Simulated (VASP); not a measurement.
Wanted: the native input for a VASP 6.6.1 run.

| Item | Value |
| --- | --- |
| Task | single point |
| Functional | PBE |
| Potentials or basis | VASP PAW PBE potentials, release 64 (Nb_sv) |
| Cutoff | 520 eV |
| k mesh | 11 × 11 × 11 |
| Occupations | gaussian, width 0.027 eV |
| Spin | no spin polarisation |
| Dipole correction | no |
| Further INCAR settings | ALGO = Normal; EDIFF = 1e-07; NBANDS = 12 |

The structure of Nb lies in POSCAR:

```
Nb
1.0
    0.0000000000      2.1150000000      2.1150000000
    2.1150000000      0.0000000000      2.1150000000
    2.1150000000      2.1150000000      0.0000000000
Nb
1
Direct
    0.0000000000      0.0000000000      0.0000000000
```

The input as run:

INCAR

```
PREC = Accurate
ENCUT = 520
EDIFF = 1E-7
ISMEAR = 0
SIGMA = 0.027000000000000003
LREAL = F
LASPH = T
NELM = 60
ALGO = Normal
ISIF = 2
LWAVE = F
LCHARG = T
GGA = PE
LELF = T
LVHAR = T
NBANDS = 12
```

KPOINTS

```
Automatic mesh
0
Gamma
  11 11 11
```

Potentials or basis: VASP PAW PBE potentials, release 64 (Nb_sv).

Launch:

```bash
$ cat potpaw_PBE.64/Nb_sv/POTCAR > POTCAR
$ mpirun -np 1 vasp_std > vasp.out
```

It gave:

```json
{
 "Pressure": "-2.3 GPa"
}
```

Wall time 5.2 s on 1 thread of Intel(R) Xeon(R) 6975P-C (Granite Rapids) (shared host), peak memory 0.14 GiB.
